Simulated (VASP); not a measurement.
# Hf2Si3 (P1) in VASP: relaxation of cell and atoms with PBEsol

Aim: the relaxation of cell and atoms of Hf2Si3 with PBEsol.

Everything below comes from runs of VASP 6.6.1. Logs are shortened: lines on timing, memory, paths and dates and some standing lists are left out, and cuts for length are marked.

### 1 The cell of the first run

The typed cell holds 20 atoms: a = 7.212 Å, b = 7.436 Å, c = 7.082 Å, α = 104.87°, β = 89.55°, γ = 89.35°.

### 2 Relaxation of cell and atoms, PBEsol (atoms taken out)

INCAR reads:

```
  PREC = Accurate
  ENCUT = 500
  EDIFF = 1E-7
  ISMEAR = 0
  SIGMA = 0.1
  LREAL = False
  LASPH = True
  NELM = 120
  ALGO = Normal
  ISIF = 3
  LWAVE = False
  LCHARG = False
  GGA = PS
  IBRION = 2
  NSW = 45
  EDIFFG = -0.04
  ISYM = 0
  GGA_COMPAT = False
  NELMIN = 4
```

KPOINTS reads:

```
Automatic mesh
0
Gamma
  3 3 3
```

POSCAR reads:

```
Hf2Si3
1.0
   -0.0415596589     -0.0399185270      7.2112862706
   -7.4359939481     -0.0216371004      0.0417187379
    1.8377393055     -6.8388605736      0.0289417443
Hf Si
8 12
Direct
    0.1301190749      0.4545087641      0.7999394548
    0.6259500143      0.4526118019      0.7964352192
    0.1238581903      0.9482179360      0.8033981415
    0.6253297573      0.9427892933      0.7909705501
    0.3728013895      0.0561973008      0.2038335806
    0.8733923021      0.0529710306      0.2131817346
    0.3739656138      0.5346781529      0.2030189039
    0.8770221710      0.5473999677      0.1971565188
    0.1172119993      0.2689935111      0.0913161195
    0.6361599384      0.2681780014      0.0902289336
    0.1277797706      0.7808994166      0.1295465490
    0.6204675220      0.7801335961      0.1283500115
    0.3785510959      0.2128374144      0.8602080690
    0.3766225522      0.7194920169      0.8734794188
    0.8748547311      0.7241616934      0.8885059521
    0.1213833133      0.1260365170      0.5101723974
    0.1205295161      0.6353703353      0.5015963580
    0.6266059112      0.6270143982      0.4966708720
    0.8836081558      0.3819001225      0.5025984805
    0.3757894858      0.8785012387      0.4996875397
```

Potentials or basis: VASP PAW PBE potentials, release 64 (Hf_pv, Si).

Run with:

```
cat potpaw_PBE.64/Hf_pv/POTCAR potpaw_PBE.64/Si/POTCAR > POTCAR
mpirun -np 1 vasp_std > vasp.out
```

OUTCAR:

```text
PREC = Accurate
   ENCUT = 500
   EDIFF = 1E-7
   ISMEAR = 0
   LREAL = False
   LASPH = True
   NELM = 120
   ISIF = 3
   GGA = PS
   IBRION = 2
   NSW = 45
   EDIFFG = -0.04
   ISYM = 0
   NELMIN = 4

 ion  position               nearest neighbor table
   1  0.130  0.455  0.800-  14 2.62  13 2.64  15 2.66  19 2.72  16 2.76   9 2.76  17 2.78  11 2.90
                             8 3.26   7 3.29   2 3.58   2 3.64   3 3.66   3 3.77
   2  0.626  0.453  0.796-  14 2.61  13 2.65  15 2.67  19 2.72  18 2.76  10 2.77  12 2.92   8 3.30
                             7 3.31   1 3.58   1 3.64   4 3.66   4 3.78
   3  0.124  0.948  0.803-  14 2.62  15 2.63  13 2.66   9 2.71  17 2.73  16 2.73  20 2.75  11 2.89
                             5 3.29   6 3.32   4 3.60   4 3.62   1 3.66   1 3.77
   4  0.625  0.943  0.791-  13 2.62  14 2.62  15 2.62  20 2.70  18 2.71  10 2.78  12 2.94   5 3.35
                             6 3.42   3 3.60   3 3.62   2 3.66   2 3.78
   5  0.373  0.056  0.204-  12 2.65  11 2.67   9 2.67  10 2.73  20 2.75  16 2.76  14 2.96  13 2.96
                             3 3.29   4 3.35   7 3.56   6 3.60   6 3.61
   6  0.873  0.053  0.213-  10 2.63  11 2.66   9 2.68  12 2.70  16 2.72  19 2.76  15 2.89   3 3.32
                             4 3.42   5 3.60   5 3.61   8 3.71   8 3.73
   7  0.374  0.535  0.203-  11 2.68  10 2.69   9 2.69  12 2.71  17 2.73  18 2.73  20 2.86  13 2.94
                            14 3.00   1 3.29   2 3.31   5 3.56   8 3.58   8 3.63
   8  0.877  0.547  0.197-   9 2.64  11 2.65  12 2.65  10 2.68  18 2.72  17 2.74  19 2.75  15 2.82
                             1 3.26   2 3.30   7 3.58   7 3.63   6 3.71   6 3.73
   9  0.117  0.269  0.091-  13 2.45   8 2.64   5 2.67   6 2.68   7 2.69   3 2.71   1 2.76
  10  0.636  0.268  0.090-  13 2.45   6 2.63   8 2.68   7 2.69   5 2.73   2 2.77   4 2.78
  11  0.128  0.781  0.130-  15 2.47  14 2.49   8 2.65   6 2.66   5 2.67   7 2.68   3 2.89   1 2.90
                            17 3.09  20 3.12
  12  0.620  0.780  0.128-  15 2.45  14 2.49   5 2.65   8 2.65   6 2.70   7 2.71   2 2.92   4 2.94
                            20 3.08  18 3.10
  13  0.379  0.213  0.860-   9 2.45  10 2.45   4 2.62   1 2.64   2 2.65   3 2.66   7 2.94   5 2.96
                            16 3.05  20 3.07
  14  0.377  0.719  0.873-  12 2.49  11 2.49   2 2.61   3 2.62   4 2.62   1 2.62   5 2.96   7 3.00
                            18 3.13
  15  0.875  0.724  0.889-  12 2.45  11 2.47   4 2.62   3 2.63   1 2.66   2 2.67   8 2.82   6 2.89

  16  0.121  0.126  0.510-  19 2.56  20 2.57   6 2.72   3 2.73   5 2.76   1 2.76  13 3.05
  17  0.121  0.635  0.502-  19 2.56  20 2.60   3 2.73   7 2.73   8 2.74   1 2.78  11 3.09
  18  0.627  0.627  0.497-  20 2.58  19 2.59   4 2.71   8 2.72   7 2.73   2 2.76  12 3.10  14 3.13

  19  0.884  0.382  0.503-  16 2.56  17 2.56  18 2.59   1 2.72   2 2.72   8 2.75   6 2.76
  20  0.376  0.879  0.500-  16 2.57  18 2.58  17 2.60   4 2.70   3 2.75   5 2.75   7 2.86  13 3.07
                            12 3.08  11 3.12

IMPORTANT INFORMATION: All symmetrisations will be switched off!
NOSYMM: (Re-)initialisation of all symmetry stuff for point group C_1.

----------------------------------------------------------------------------------------

                                     Primitive cell

  volume of cell :     366.9840

  direct lattice vectors                    reciprocal lattice vectors
    -0.041559659 -0.039918527  7.211286271     0.000775735  0.000795345  0.138680389
    -7.435993948 -0.021637100  0.041718738    -0.134381393 -0.036115105 -0.000974376
     1.837739305 -6.838860574  0.028941744     0.000420634 -0.146113568 -0.000806397

  length of vectors
     7.211516510  7.436142455  7.081534955     0.138684840  0.139153185  0.146116399

  position of ions in fractional coordinates (direct lattice)
     0.130119075  0.454508764  0.799939455
     0.625950014  0.452611802  0.796435219
     0.123858190  0.948217936  0.803398141
     0.625329757  0.942789293  0.790970550
     0.372801389  0.056197301  0.203833581
     0.873392302  0.052971031  0.213181735
[... 12 lines left out ...]
     0.883608156  0.381900122  0.502598480
     0.375789486  0.878501239  0.499687540

  ion indices of the primitive-cell ions
   primitive index   ion index
                 1           1
                 2           2
                 3           3
                 4           4
                 5           5
                 6           6
[... 12 lines left out ...]
                19          19
                20          20

----------------------------------------------------------------------------------------

 KPOINTS: Automatic mesh

Automatic generation of k-mesh.
 Grid dimensions read from file:
 generate k-points for:    3    3    3

 Generating k-lattice:

  Cartesian coordinates                     Fractional coordinates (reciprocal lattice)
     0.000258578  0.000265115  0.046226796     0.333333333 -0.000000000 -0.000000000
    -0.044793798 -0.012038368 -0.000324792     0.000000000  0.333333333 -0.000000000
     0.000140211 -0.048704523 -0.000268799     0.000000000 -0.000000000  0.333333333

  Length of vectors
     0.046228280  0.046384395  0.048705466

  Shift w.r.t. Gamma in fractional coordinates (k-lattice)
     0.000000000  0.000000000  0.000000000

 Subroutine IBZKPT returns following result:
 ===========================================

 Found     14 irreducible k-points:

 Following reciprocal coordinates:
            Coordinates               Weight
  0.000000  0.000000  0.000000      1.000000
  0.333333 -0.000000  0.000000      2.000000
  0.000000  0.333333 -0.000000      2.000000
  0.333333  0.333333 -0.000000      2.000000
 -0.333333  0.333333 -0.000000      2.000000
 -0.000000 -0.000000  0.333333      2.000000
  0.333333  0.000000  0.333333      2.000000
 -0.333333 -0.000000  0.333333      2.000000
 -0.000000  0.333333  0.333333      2.000000
  0.333333  0.333333  0.333333      2.000000
 -0.333333  0.333333  0.333333      2.000000
 -0.000000 -0.333333  0.333333      2.000000
  0.333333 -0.333333  0.333333      2.000000
 -0.333333 -0.333333  0.333333      2.000000
   k-points           NKPTS =     14   k-points in BZ     NKDIM =     14   number of bands    NBANDS=     76
   number of dos      NEDOS =    301   number of ions     NIONS =     20
   total plane-waves  NPLWV = 157464
   dimension x,y,z NGX =    54 NGY =   54 NGZ =   54
   dimension x,y,z NGXF=   108 NGYF=  108 NGZF=  108
   ions per type =               8  12
   NGX,Y,Z   is equivalent  to a cutoff of  12.45, 12.07, 12.68 a.u.
   NGXF,Y,Z  is equivalent  to a cutoff of  24.90, 24.14, 25.35 a.u.
 SYSTEM =  unknown system
   PREC   = accura    normal or accurate (medium, high low for compatibility)
   ISTART =      0    job   : 0-new  1-cont  2-samecut
   ICHARG =      2    charge: 1-file 2-atom 10-const
   ISPIN  =      1    spin polarized calculation?
   LNONCOLLINEAR =      F non collinear calculations
   LSORBIT =      F    spin-orbit coupling
   LASPH  =      T    aspherical Exc in radial PAW
   ENCUT  =  500.0 eV  36.75 Ry    6.06 a.u.  13.15 13.56 12.91*2*pi/ulx,y,z
   NELM   =    120;   NELMIN=  4; NELMDL= -5     # of ELM steps
   EDIFF  = 0.1E-06   stopping-criterion for ELM
   LREAL  =      F    real-space projection
   EDIFFG = -.4E-01   stopping-criterion for IOM
   NSW    =     45    number of steps for IOM
   IBRION =      2    ionic relax: 0-MD 1-quasi-New 2-CG
   NFREE  =      1    steps in history (QN), initial steepest desc. (CG)
   ISIF   =      3    stress and relaxation
   ISYM   =      0    0-nonsym 1-usesym 2-fastsym
   POTIM  = 0.5000    time-step for ionic-motion
   TEBEG  =    0.0;   TEEND  =   0.0 temperature during run
   PSTRESS=    0.0 pullay stress
   NELECT =     128.0000    total number of electrons
   NUPDOWN=      -1.0000    fix difference up-down
   EMIN   =  10.00;   EMAX   =-10.00  energy-range for DOS
   EFERMI =   0.00;   METHOD = LEGACY
   ISMEAR =     0;   SIGMA  =   0.10  broadening in eV -4-tet -1-fermi 0-gaus
   EFERMI_NEDOS =   21; number of points for ismear=-14 and -15
   IALGO  =     38    algorithm
   IMIX   =      4    mixing-type and parameters
     AMIX     =   0.40;   BMIX     =  1.00
     AMIX_MAG =   1.60;   BMIX_MAG =  1.00
  volume/ion in A,a.u.               =      18.35       123.83
  Fermi-wavevector in a.u.,A,eV,Ry     =   1.152380  2.177683 18.068264  1.327980
  Thomas-Fermi vector in A             =   2.289032
   LORBIT       =      0    0 simple, 1 ext, 2 COOP (PROOUT), +10 PAW based schemes
   GGA     = PS    functional components
   LHFCALC =     F    Hartree Fock is set to
   AEXX    =    0.0000 exact exchange contribution
   IVDW    =     0    specifies the selected vdW correction
   LEPSILON=     F    determine dielectric tensor
   LRPA    =     F    only Hartree local field effects (RPA)
 conjugate gradient relaxation of ions
 non-spin polarized calculation
 Gauss-broadening in eV      SIGMA  =   0.10
  energy-cutoff  :      500.00
  volume of cell :      366.98
 maximum number of plane-waves:      9338
 NGX is ok and might be reduce to    54
   NGX = 27   NGY = 27   NGZ = 25

--------------------------------------- Ionic step        1  -------------------------------------------

 number of electron     128.0000001 magnetization

 Free energy of the ion-electron system (eV)
  ---------------------------------------------------
  ext. energy  EPLUGINS =         0.00000000
  ---------------------------------------------------
  free energy    TOTEN  =      -160.42247781 eV

  energy without entropy =     -160.37478173  energy(sigma->0) =     -160.39862977

------------------------ aborting loop because EDIFF is reached ----------------------------------------

  FORCE on cell =-STRESS in cart. coord.  units (eV):
  Direction    XX          YY          ZZ          XY          YZ          ZX
  --------------------------------------------------------------------------------------
  -------------------------------------------------------------------------------------
  Total        0.1564248     -0.2424309      1.4709483      0.4937261     -0.1555367      0.7755060
  in kB        0.6829189     -1.0584036      6.4218597      2.1555071     -0.6790416      3.3857006
  external PRESSURE =       2.0154583 kB  Pullay stress =       0.0000000 kB
[... 143 lines left out ...]
  FREE ENERGIE OF THE ION-ELECTRON SYSTEM (eV)
  ---------------------------------------------------
  free  energy   TOTEN  =      -160.4351040801 eV

  energy  without entropy=     -160.3871584271  energy(sigma->0) =     -160.41113125

[... ionic steps 4 to 7 ...]

--------------------------------------- Ionic step        8  -------------------------------------------

 number of electron     127.9999997 magnetization

------------------------ aborting loop because EDIFF is reached ----------------------------------------
[... 103 lines left out ...]
--------------------------------------- Ionic step       10  -------------------------------------------

 number of electron     127.9999997 magnetization

 Free energy of the ion-electron system (eV)
  ---------------------------------------------------
  ext. energy  EPLUGINS =         0.00000000
  ---------------------------------------------------
  free energy    TOTEN  =      -160.44653529 eV

  energy without entropy =     -160.39900000  energy(sigma->0) =     -160.42276765

 E-fermi :   6.3801     XC(G=0): -10.9380

 val. band max:        6.3351034731   @ k =   0.3333   0.3333  -0.0000
 cond. band min:       6.3832261867   @ k =  -0.3333  -0.0000   0.3333
 fundamental gap:      0.0481227136
 Fermi energy:         6.3800952236

 k-point     1 :       0.0000    0.0000    0.0000
  band No.  band energies     occupation
      1     -24.3221      2.00000
      2     -24.2518      2.00000
      3     -24.2311      2.00000
      4     -24.2073      2.00000
      5     -24.1773      2.00000
      6     -24.1572      2.00000
[... 1142 lines left out ...]
  FREE ENERGIE OF THE ION-ELECTRON SYSTEM (eV)
  ---------------------------------------------------
  free  energy   TOTEN  =      -160.4465352909 eV

  energy  without entropy=     -160.3990000031  energy(sigma->0) =     -160.42276765

 reached required accuracy - stopping structural energy minimisation
```

Wall time 31 min (1 thread of Intel Xeon 6975P-C (Granite Rapids), shared host); peak memory 0.58 GiB.

What came out:

```
Free energy                           : -160.4465 eV
Relaxed volume                        : 18.40 Å³/atom
Relaxed cell                          : a = 7.245 Å, b = 7.416 Å, c = 7.082 Å, α = 104.70°, β = 89.43°, γ = 89.52°
Space group after relaxing (to 0.1 Å) : P1 (No. 1)
Energy gained by relaxing             : 1.2 meV/atom
Ionic steps                           : 10
Pressure after relaxing               : 0.0 GPa
Largest force after relaxing          : 0.029 eV/Å
Band gap on the k mesh                : zero (bands 64 and 65 overlap by 0.32 eV)
```

Forces on the atoms (eV/Å):
```
Hf   0.002  0.003 -0.015
Hf  -0.016 -0.004  0.002
Hf   0.011  0.004  0.001
Hf  -0.015  0.010 -0.009
Hf   0.010  0.008  0.012
Hf  -0.003  0.017  0.021
Hf  -0.015 -0.012  0.004
Hf   0.000  0.023 -0.005
Si  -0.009  0.005  0.012
Si   0.003 -0.021 -0.020
Si  -0.001 -0.005  0.007
Si   0.001  0.007  0.011
Si  -0.004 -0.016  0.012
Si   0.007 -0.011 -0.002
Si  -0.001  0.008 -0.010
Si   0.015 -0.002  0.004
Si  -0.005 -0.020 -0.016
Si   0.023  0.002  0.006
Si   0.012  0.005 -0.007
Si  -0.017 -0.002 -0.009
```

Step by step:
```tsv
step	energy change (eV)	largest force (eV/Å)	pressure (GPa)	volume (Å³)
1	0.0000	0.2278	0.20	366.98
2	-0.0125	0.1309	-0.24	368.21
3	-0.0126	0.1264	-0.29	368.36
4	-0.0175	0.0794	0.22	367.02
5	-0.0175	0.0799	0.26	366.91
6	-0.0212	0.0600	0.04	367.70
7	-0.0216	0.0687	-0.04	367.99
8	-0.0230	0.0546	-0.01	368.01
9	-0.0232	0.0501	0.00	368.02
10	-0.0241	0.0291	0.03	368.00
```

Final structure:
```
CELL_PARAMETERS angstrom
-0.03038 -0.04412 7.24457
-7.41618 -0.03029 0.03040
1.82501 -6.84244 0.03583
ATOMIC_POSITIONS crystal
Hf 0.12948 0.45309 0.79942
Hf 0.62901 0.45257 0.79670
Hf 0.12726 0.94816 0.80340
Hf 0.62336 0.94254 0.79324
Hf 0.37327 0.05507 0.20477
Hf 0.87201 0.05482 0.21151
Hf 0.37371 0.53813 0.20286
Hf 0.87518 0.54736 0.19869
Si 0.11803 0.27062 0.09333
Si 0.63430 0.26862 0.08911
Si 0.12604 0.78158 0.12750
Si 0.62105 0.77983 0.12599
Si 0.37918 0.21442 0.85994
Si 0.37763 0.71808 0.87698
Si 0.87581 0.72389 0.88550
Si 0.12132 0.12602 0.50749
Si 0.11921 0.63612 0.50210
Si 0.62524 0.62815 0.49908
Si 0.88400 0.38019 0.50350
Si 0.37692 0.87364 0.49917
```

Caveat: the cell differs from its parent crystal (atoms taken out); the PAW data sets were made with another functional, which shifts forces and pressure a little; spin-orbit coupling is left out, which moves the levels of the heavy elements.

The gap in the log of VASP goes by the Fermi energy; the results here count the filled bands.